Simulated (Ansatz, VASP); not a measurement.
**Two plane-wave programs on Sb**

Contents of INCAR:

```
PREC     = Accurate       # precision mode
ENCUT    = 520            # plane-wave cutoff, eV
EDIFF    = 1E-6           # SCF threshold, eV
ISMEAR   = 0              # smearing method
SIGMA    = 0.15           # smearing width, eV
LREAL    = False          # projectors in reciprocal space
LASPH    = True           # aspherical terms in the spheres
NELM     = 100            # most SCF steps
ALGO     = Normal         # electronic algorithm
ISIF     = 2              # what is computed and relaxed
LWAVE    = False          # write WAVECAR
LCHARG   = True           # write CHGCAR
GGA      = PS             # functional
LELF     = True           # ELF
LVHAR    = True         
NBANDS   = 12             # bands
```

The input KPOINTS:

```
Automatic mesh
0
Gamma
  18 18 10
```

File POSCAR:

```
Sb
1.0
    3.2679301741      0.0000000000      0.0000000000
   -1.6339650871      3.0051689330      0.0000000000
    0.0000000000      0.0000000000      5.3300000000
Sb
2
Direct
    0.3333333333      0.6666666667      0.2500000000
    0.6666666667      0.3333333333      0.7500000000
```

Input for Ansatz:

```yaml
crystal:
  lattice:
    - [3.2679301741, 0.0, 0.0]
    - [-1.6339650871, 3.005168933, 0.0]
    - [0.0, 0.0, 5.33]
  atoms:
    - { symbol: Sb, position: [0.3333333333, 0.6666666667, 0.25] }
    - { symbol: Sb, position: [0.6666666667, 0.3333333333, 0.75] }
basis:
  ecutwfc: 420
kpoints:
  mp_grid: { grid: [18, 18, 10] }
hamiltonian:
  xc: pbesol
scf:
  occupations: { method: gaussian, width: 0.15 }
output:
  forces: true
  stress: true
  eigenvalues: true
  write_density: true
  write_potential: true
  elf: true
  volumetric_format: npy
```

Change from the starting cell: strain -0.0300 x Voigt [1, -1, 0, 0, 0, 0], atoms carried along.

Alike in both runs: task single point; functional PBEsol; k mesh 18 × 18 × 10; occupations gaussian, width 0.15 eV; no spin polarisation.

```csv
,VASP,Ansatz
version,VASP 6.6.1,Ansatz 0.2.0
potentials or method,"VASP PAW PBE potentials, release 64 (Sb), cutoff 520 eV","scalar-relativistic, plane waves, PAW"
valence electrons in the cell,10,30
```

|  | VASP | Ansatz | Ansatz less VASP |
| --- | --- | --- | --- |
| gap on the k mesh at the Fermi level (eV) | none | none | - |
| pressure (GPa) | 0.0 | 0.0 | +0.01 |
| traceless stress, the component that is largest in VASP (GPa) | -0.75 | -0.74 | +0.013 |
| rms of the force components (eV/Å) | 0.032 | 0.032 | -0.0006 |

VASP's potentials were made for PBE, not for PBEsol. Atom by atom the forces differ by 0.001 eV/Å (rms over components). A gap of «none» marks a metal or a gap that the smearing closes. The functional is the same, so the differences come from potentials, cutoffs and numerics. VASP's potentials hold 10 valence electrons a cell and Ansatz's 30, so a difference there can come from the potentials and not from the codes.

Neither program's run includes spin-orbit coupling.
